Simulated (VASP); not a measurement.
Runs of VASP 6.6.1 on TiAl. The structure is that of space group P4/mmm (No. 123), or close to it. The cells are those of the table. 

```csv
cell,gap on the mesh (eV),pressure (GPa)
"a = 3.269, b = 3.269, c = 3.007 Å, 2 atoms",none,-0.3
"a = 3.454, b = 3.454, c = 2.694 Å, 2 atoms",none,1.9
"a = 3.080, b = 3.080, c = 3.388 Å, 2 atoms",none,-0.5
"a = 2.913, b = 2.913, c = 3.787 Å, 2 atoms",none,(a)
```

Alike in all rows: task single point; level r2SCAN; potentials or basis VASP PAW PBE potentials, release 64 (Ti_sv, Al); no spin polarisation; k mesh 16 × 16 × 16; cutoff (eV) 520; smearing gaussian 0.15 eV.

Fill in the values left out.

(a) -0.2.

Caveats: the PAW data sets were made with another functional, which shifts forces and pressure a little; the stress differs along the axes, from -1 to 8 GPa (at least some runs); the stress differs along the axes, from -3 to 4 GPa (at least some runs); the stress differs along the axes, from -3 to 5 GPa (at least some runs).

A gap of «none» marks levels without a gap at the run's occupations.
